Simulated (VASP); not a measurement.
# Cd (Fddd) in VASP: further runs

The runs below take Cd through single point, relaxation of cell and atoms, with PBE.

Program: VASP 6.6.1. These are calculated values, not measurements. Logs are shortened: lines on timing, memory, paths and dates and some standing lists are left out, and cuts for length are marked.

### Step 1. The cell of the first run

The structure is orthorhombic, space group Fddd (No. 70). Conventional cell: a = 4.954 Å, b = 5.095 Å, c = 6.961 Å, α = 90.00°, β = 90.00°, γ = 90.00°. Cd (site symmetry 222) has 4 Cd at 2.49 Å within 3.3 Å.

### Step 2. Single point, PBE

Input file INCAR:

```
ALGO     = Normal         # electronic algorithm
EDIFF    = 1E-6           # SCF threshold, eV
ENCUT    = 520            # plane-wave cutoff, eV
GGA      = PE             # functional
ISIF     = 2              # what is computed and relaxed
ISMEAR   = 0              # smearing method
LASPH    = T              # aspherical terms in the spheres
LCHARG   = F              # write CHGCAR
LREAL    = F              # projectors in reciprocal space
LWAVE    = F              # write WAVECAR
NBANDS   = 19             # bands
NELM     = 60             # most SCF steps
PREC     = Accurate       # precision mode
SIGMA    = 0.1            # smearing width, eV
```

Input file KPOINTS:

```
k-points
0
Gamma
  6 6 6
```

Input file POSCAR:

```
Cd
1.0
    0.0000000000      2.5474692600      3.4807231900
    2.4771989800      0.0000000000      3.4807231900
    2.4771989800      2.5474692600      0.0000000000
Cd
2
Direct
    0.2500000000      0.2500000000      0.2500000000
    0.0000000000      0.0000000000      0.0000000000
```

Potentials or basis: VASP PAW PBE potentials, release 64 (Cd).

The run is started by

```
$ cat potpaw_PBE.64/Cd/POTCAR > POTCAR
$ mpirun -np 1 vasp_std > vasp.out
```

OUTCAR:

```text
EDIFF = 1E-6
   ENCUT = 520
   GGA = PE
   ISIF = 2
   ISMEAR = 0
   LASPH = T
   LREAL = F
   NELM = 60
   PREC = Accurate

 ion  position               nearest neighbor table
   1  0.250  0.250  0.250-   2 2.49   2 2.49   2 2.49   2 2.49
   2  0.000  0.000  0.000-   1 2.49   1 2.49   1 2.49   1 2.49

  LATTYP: Found a face centered orthorhombic cell.
 ALAT       =     4.9543979600
 B/A-ratio  =     1.0283668291
 C/A-ratio  =     1.4051044014

  Lattice vectors:

 A1 = (   0.0000000000,   2.5474692600,   3.4807231900)
 A2 = (   2.4771989800,   0.0000000000,   3.4807231900)
 A3 = (   2.4771989800,   2.5474692600,   0.0000000000)

Analysis of symmetry for initial positions (statically):
=====================================================================
 Subroutine PRICEL returns:
 Original cell was already a primitive cell.

 Routine SETGRP: Setting up the symmetry group for a
 face centered orthorhombic supercell.

 Subroutine GETGRP returns: Found  8 space group operations
 (whereof  4 operations were pure point group operations)
 out of a pool of  8 trial point group operations.

The static configuration has the point symmetry D_2 .
 The point group associated with its full space group is D_2h.

Analysis of symmetry for dynamics (positions and initial velocities):
=====================================================================
 Subroutine PRICEL returns:
 Original cell was already a primitive cell.

 Routine SETGRP: Setting up the symmetry group for a
 face centered orthorhombic supercell.

 Subroutine GETGRP returns: Found  8 space group operations
 (whereof  4 operations were pure point group operations)
 out of a pool of  8 trial point group operations.

The dynamic configuration has the point symmetry D_2 .
 The point group associated with its full space group is D_2h.

 Subroutine INISYM returns: Found  8 space group operations
 (whereof  4 operations are pure point group operations),
 and found     1 'primitive' translations

----------------------------------------------------------------------------------------

                                     Primitive cell

  volume of cell :      43.9308

  direct lattice vectors                    reciprocal lattice vectors
     0.000000000  2.547469260  3.480723190    -0.201840871  0.196273222  0.143648309
     2.477198980  0.000000000  3.480723190     0.201840871 -0.196273222  0.143648309
     2.477198980  2.547469260  0.000000000     0.201840871  0.196273222 -0.143648309

  length of vectors
     4.313355255  4.272229946  3.553324418     0.316066056  0.316066056  0.316066056

  position of ions in fractional coordinates (direct lattice)
     0.250000000  0.250000000  0.250000000
     0.000000000  0.000000000  0.000000000

  ion indices of the primitive-cell ions
   primitive index   ion index
                 1           1
                 2           2

----------------------------------------------------------------------------------------

 KPOINTS: k-points

Automatic generation of k-mesh.
 Grid dimensions read from file:
 generate k-points for:    6    6    6

 Generating k-lattice:

  Cartesian coordinates                     Fractional coordinates (reciprocal lattice)
    -0.033640145  0.032712204  0.023941385     0.166666667  0.000000000  0.000000000
     0.033640145 -0.032712204  0.023941385    -0.000000000  0.166666667 -0.000000000
     0.033640145  0.032712204 -0.023941385     0.000000000  0.000000000  0.166666667

  Length of vectors
     0.052677676  0.052677676  0.052677676

  Shift w.r.t. Gamma in fractional coordinates (k-lattice)
     0.000000000  0.000000000  0.000000000

 Subroutine IBZKPT returns following result:
 ===========================================

 Found     46 irreducible k-points:

 Following reciprocal coordinates:
            Coordinates               Weight
  0.000000  0.000000  0.000000      1.000000
  0.166667 -0.000000  0.000000      8.000000
  0.333333 -0.000000  0.000000      8.000000
  0.500000  0.000000  0.000000      4.000000
  0.166667  0.166667  0.000000      2.000000
  0.333333  0.166667 -0.000000      8.000000
[... 16 lines left out ...]
 -0.166667  0.166667  0.166667      8.000000
  0.500000  0.333333  0.166667      4.000000
 [... further k-points ...]
   k-points           NKPTS =     46   k-points in BZ     NKDIM =     46   number of bands    NBANDS=     19
   number of dos      NEDOS =    301   number of ions     NIONS =      2
   total plane-waves  NPLWV =  28672
   dimension x,y,z NGX =    32 NGY =   32 NGZ =   28
   dimension x,y,z NGXF=    64 NGYF=   64 NGZF=   56
   ions per type =               2
   NGX,Y,Z   is equivalent  to a cutoff of  12.33, 12.45, 13.10 a.u.
   NGXF,Y,Z  is equivalent  to a cutoff of  24.67, 24.90, 26.20 a.u.
 SYSTEM =  unknown system
   PREC   = accura    normal or accurate (medium, high low for compatibility)
   ISTART =      0    job   : 0-new  1-cont  2-samecut
   ICHARG =      2    charge: 1-file 2-atom 10-const
   ISPIN  =      1    spin polarized calculation?
   LNONCOLLINEAR =      F non collinear calculations
   LSORBIT =      F    spin-orbit coupling
   LASPH  =      T    aspherical Exc in radial PAW
   ENCUT  =  520.0 eV  38.22 Ry    6.18 a.u.   8.02  7.94  6.61*2*pi/ulx,y,z
   NELM   =     60;   NELMIN=  2; NELMDL= -5     # of ELM steps
   EDIFF  = 0.1E-05   stopping-criterion for ELM
   LREAL  =      F    real-space projection
   EDIFFG = 0.1E-04   stopping-criterion for IOM
   NSW    =      0    number of steps for IOM
   IBRION =     -1    ionic relax: 0-MD 1-quasi-New 2-CG
   NFREE  =      0    steps in history (QN), initial steepest desc. (CG)
   ISIF   =      2    stress and relaxation
   ISYM   =      2    0-nonsym 1-usesym 2-fastsym
   POTIM  = 0.5000    time-step for ionic-motion
   TEBEG  =    0.0;   TEEND  =   0.0 temperature during run
   PSTRESS=    0.0 pullay stress
   NELECT =      24.0000    total number of electrons
   NUPDOWN=      -1.0000    fix difference up-down
   EMIN   =  10.00;   EMAX   =-10.00  energy-range for DOS
   EFERMI =   0.00;   METHOD = LEGACY
   ISMEAR =     0;   SIGMA  =   0.10  broadening in eV -4-tet -1-fermi 0-gaus
   EFERMI_NEDOS =   21; number of points for ismear=-14 and -15
   IALGO  =     38    algorithm
   IMIX   =      4    mixing-type and parameters
     AMIX     =   0.40;   BMIX     =  1.00
     AMIX_MAG =   1.60;   BMIX_MAG =  1.00
  volume/ion in A,a.u.               =      21.97       148.23
  Fermi-wavevector in a.u.,A,eV,Ry     =   1.338306  2.529032 24.368896  1.791063
  Thomas-Fermi vector in A             =   2.466787
   LORBIT       =      0    0 simple, 1 ext, 2 COOP (PROOUT), +10 PAW based schemes
   GGA     = PE    functional components
   LHFCALC =     F    Hartree Fock is set to
   AEXX    =    0.0000 exact exchange contribution
   IVDW    =     0    specifies the selected vdW correction
   LEPSILON=     F    determine dielectric tensor
   LRPA    =     F    only Hartree local field effects (RPA)
 non-spin polarized calculation
 Gauss-broadening in eV      SIGMA  =   0.10
  energy-cutoff  :      520.00
  volume of cell :       43.93
 maximum number of plane-waves:      1208
   NGX = 17   NGY = 15   NGZ = 13

 number of electron      23.9999997 magnetization

 Free energy of the ion-electron system (eV)
  ---------------------------------------------------
  ext. energy  EPLUGINS =         0.00000000
  ---------------------------------------------------
  free energy    TOTEN  =         0.43754533 eV

  energy without entropy =        0.44271153  energy(sigma->0) =        0.44012843

 E-fermi :   2.6839     XC(G=0): -10.7277

 val. band max:        2.6438678586   @ k =  -0.3333   0.1667  -0.0000
 cond. band min:       2.7183780128   @ k =  -0.1667   0.3333   0.5000
 fundamental gap:      0.0745101543
 Fermi energy:         2.6838619033

 k-point     1 :       0.0000    0.0000    0.0000
  band No.  band energies     occupation
      1      -7.8363      2.00000
      2      -7.6785      2.00000
      3      -7.6021      2.00000
      4      -7.3024      2.00000
      5      -7.0947      2.00000
      6      -6.6267      2.00000
[... 11 lines left out ...]
     18      12.0352      0.00000
     19      12.8230      0.00000

 k-point     2 :       0.1667   -0.0000    0.0000
  band No.  band energies     occupation
      1      -7.8868      2.00000
      2      -7.7518      2.00000
      3      -7.5604      2.00000
      4      -7.1725      2.00000
      5      -7.0237      2.00000
      6      -6.7729      2.00000
[... 11 lines left out ...]
     18      12.4400      0.00000
     19      13.8364      0.00000

 k-point     3 :       0.3333   -0.0000    0.0000
  band No.  band energies     occupation
      1      -7.9186      2.00000
      2      -7.8786      2.00000
      3      -7.4169      2.00000
      4      -7.0882      2.00000
      5      -7.0238      2.00000
      6      -6.9629      2.00000
[... 11 lines left out ...]
     18      14.7820      0.00000
     19      15.2112      0.00000

 k-point     4 :       0.5000    0.0000    0.0000
  band No.  band energies     occupation
      1      -7.9271      2.00000
      2      -7.9142      2.00000
      3      -7.2828      2.00000
      4      -7.1553      2.00000
      5      -7.0882      2.00000
      6      -7.0637      2.00000
[... 11 lines left out ...]
     18      14.3698      0.00000
     19      16.9434      0.00000

 k-point     5 :       0.1667    0.1667    0.0000
  band No.  band energies     occupation
      1      -8.0170      2.00000
      2      -7.8136      2.00000
      3      -7.7477      2.00000
      4      -7.0822      2.00000
      5      -7.0259      2.00000
      6      -6.9469      2.00000
[... 11 lines left out ...]
     18      13.6708      0.00000
     19      13.6893      0.00000
[... 334 lines left out ...]
      2      -7.8616      2.00000
      3      -7.5434      2.00000
      4      -7.1521      2.00000
      5      -7.0745      2.00000
      6      -6.7514      2.00000
[... 11 lines left out ...]
     18      15.2937      0.00000
     19      16.7526      0.00000

 k-point    22 :      -0.3333    0.1667    0.1667
  band No.  band energies     occupation
      1      -7.9241      2.00000
      2      -7.8135      2.00000
      3      -7.3668      2.00000
      4      -7.1606      2.00000
      5      -7.1053      2.00000
      6      -6.8074      2.00000
[... 11 lines left out ...]
     18      16.3347      0.00000
     19      16.7050      0.00000

 k-point    23 :      -0.1667    0.1667    0.1667
  band No.  band energies     occupation
      1      -7.9165      2.00000
      2      -7.7064      2.00000
      3      -7.3280      2.00000
      4      -7.1379      2.00000
      5      -6.9137      2.00000
      6      -6.8525      2.00000
[... 11 lines left out ...]
     18      13.3718      0.00000
     19      16.9519      0.00000

 k-point    24 :       0.5000    0.3333    0.1667
  band No.  band energies     occupation
      1      -8.0151      2.00000
      2      -7.9636      2.00000
      3      -7.8670      2.00000
      4      -7.4534      2.00000
      5      -6.8925      2.00000
      6      -6.4287      2.00000
[... 11 lines left out ...]
     18      14.1538      0.00000
     19      15.3344      0.00000

 [... further k-points ...]
[... 5 lines left out ...]
  --------------------------------------------------------------------------------------
  -------------------------------------------------------------------------------------
  Total        5.5625228      6.0902223     12.7974114      0.0000000      0.0000000      0.0000000
  in kB      202.8677717    222.1132174    466.7274956      0.0000000      0.0000000      0.0000000
  external PRESSURE =     297.2361616 kB  Pullay stress =       0.0000000 kB

 VOLUME and BASIS-vectors are now :
 -----------------------------------------------------------------------------
  energy-cutoff  :      520.00
  volume of cell :       43.93
      direct lattice vectors                 reciprocal lattice vectors
     0.000000000  2.547469260  3.480723190    -0.201840871  0.196273222  0.143648309
     2.477198980  0.000000000  3.480723190     0.201840871 -0.196273222  0.143648309
     2.477198980  2.547469260  0.000000000     0.201840871  0.196273222 -0.143648309

 POSITION                                       TOTAL-FORCE (eV/Angst)
 -----------------------------------------------------------------------------------
      1.23860      1.27373      1.74036         0.000000      0.000000     -0.000000
      0.00000      0.00000      0.00000        -0.000000     -0.000000      0.000000
 -----------------------------------------------------------------------------------
    total drift:                               -0.000000      0.000000      0.000000

  FREE ENERGIE OF THE ION-ELECTRON SYSTEM (eV)
  ---------------------------------------------------
  free  energy   TOTEN  =         0.4375453317 eV

  energy  without entropy=        0.4427115324  energy(sigma->0) =        0.44012843
```

It took 56 s on 1 thread of Oxide Virtual Turin-like, shared host; peak memory 0.15 GiB.

What came out:

- Free energy: 0.4375 eV
- Pressure: 29.7 GPa
- Band gap on the k mesh: zero (band 12 reaches 6.22 eV, above the bottom of band 13 at 1.00 eV)

Stress tensor (GPa, compression positive):
```
20.29  0.00  0.00
 0.00 22.21  0.00
 0.00  0.00 46.67
```

### Step 3. Relaxation of cell and atoms, PBE

Input file INCAR:

```
SYSTEM = Cd
PREC     = Accurate       ! precision mode
ENCUT    = 600            ! plane-wave cutoff, eV
EDIFF    = 1E-6           ! SCF threshold, eV
ISMEAR   = 0              ! smearing method
SIGMA    = 0.1            ! smearing width, eV
LREAL    = .False.        ! projectors in reciprocal space
LASPH    = .True.         ! aspherical terms in the spheres
NELM     = 80             ! most SCF steps
ALGO     = Fast           ! electronic algorithm
ISIF     = 3              ! what is computed and relaxed
LWAVE    = .False.        ! write WAVECAR
LCHARG   = .False.        ! write CHGCAR
GGA      = PE             ! functional
IBRION   = 2              ! ionic algorithm
NSW      = 90             ! ionic steps
EDIFFG   = -0.04          ! ionic threshold
```

Input file KPOINTS:

```
Automatic mesh
0
Gamma
  6 6 6
  0 0 0
```

POSCAR is that of step 2.

Potentials or basis: VASP PAW PBE potentials, release 64 (Cd).

The run is started by

```
$ cat potpaw_PBE.64/Cd/POTCAR > POTCAR
$ mpirun -np 1 vasp_std > vasp.out
```

It took 12 min on 1 thread of Oxide Virtual Turin-like, shared host; peak memory 0.18 GiB.

Results (log left out):

```
Free energy                            : -1.3701 eV
Relaxed volume                         : 24.78 Å³/atom
Relaxed cell                           : a = 5.648 Å, b = 5.634 Å, c = 3.087 Å, α = 74.36°, β = 73.88°, γ = 31.76°
Space group after relaxing (to 0.05 Å) : Fddd (No. 70)
Energy gained by relaxing              : 904.0 meV/atom
Ionic steps                            : 14
Pressure after relaxing                : 0.0 GPa
Band gap on the k mesh                 : zero (band 12 reaches 3.91 eV, above the bottom of band 13 at 0.82 eV)
```

Stress tensor (GPa, compression positive):
```
 0.00  0.00  0.00
 0.00 -0.24  0.00
 0.00  0.00  0.13
```

Step by step:
| step | energy change (eV) | largest force (eV/Å) | pressure (GPa) | volume (Å³) |
| --- | --- | --- | --- | --- |
| 1 | 0.0000 | 0.0000 | 29.63 | 43.93 |
| 2 | -1.3763 | 0.0000 | -2.72 | 74.67 |
| 3 | -1.4700 | 0.0000 | 0.15 | 63.15 |
| 4 | -1.4726 | 0.0000 | -0.84 | 65.58 |
| 5 | -1.4735 | 0.0000 | -0.60 | 64.96 |
| 6 | -1.5033 | 0.0000 | -0.80 | 64.07 |
| 7 | -1.5874 | 0.0000 | -1.36 | 61.25 |
| 8 | -1.7245 | 0.0000 | -1.47 | 54.94 |
| 9 | -1.1203 | 0.0000 | 15.81 | 40.65 |
| 10 | -1.7313 | 0.0000 | -1.38 | 54.32 |
| 11 | -1.8005 | 0.0000 | -0.59 | 50.53 |
| 12 | -1.7418 | 0.0000 | 4.18 | 45.66 |
| 13 | -1.8076 | 0.0000 | 0.27 | 49.21 |
| 14 | -1.8080 | 0.0000 | -0.04 | 49.57 |

Final structure:
```
CELL_PARAMETERS angstrom
0.00000 2.20001 5.20153
2.16576 0.00000 5.20153
2.16576 2.20001 0.00000
ATOMIC_POSITIONS crystal
Cd 0.25000 0.25000 0.25000
Cd 0.00000 0.00000 0.00000
```

Levels at points of the mesh, in eV from the Fermi level:
| k point | band 10 | band 11 | band 12 | band 13 | band 14 | band 15 |
| --- | --- | --- | --- | --- | --- | --- |
| (0.00, 0.00, 0.00) | -8.23 | -7.89 | -1.64 | -0.95 | 10.16 | 10.17 |
| (0.50, 0.00, 0.00) | -8.12 | -3.00 | -2.57 | -0.12 | 1.01 | 5.44 |
| (0.50, 0.50, 0.00) | -8.10 | -6.29 | -6.29 | 6.50 | 6.50 | 8.22 |
| (0.50, 0.00, 0.50) | -7.99 | 0.71 | 0.71 | 1.62 | 1.62 | 4.49 |
| (0.00, 0.50, 0.50) | -7.99 | 0.92 | 0.92 | 1.39 | 1.39 | 4.30 |
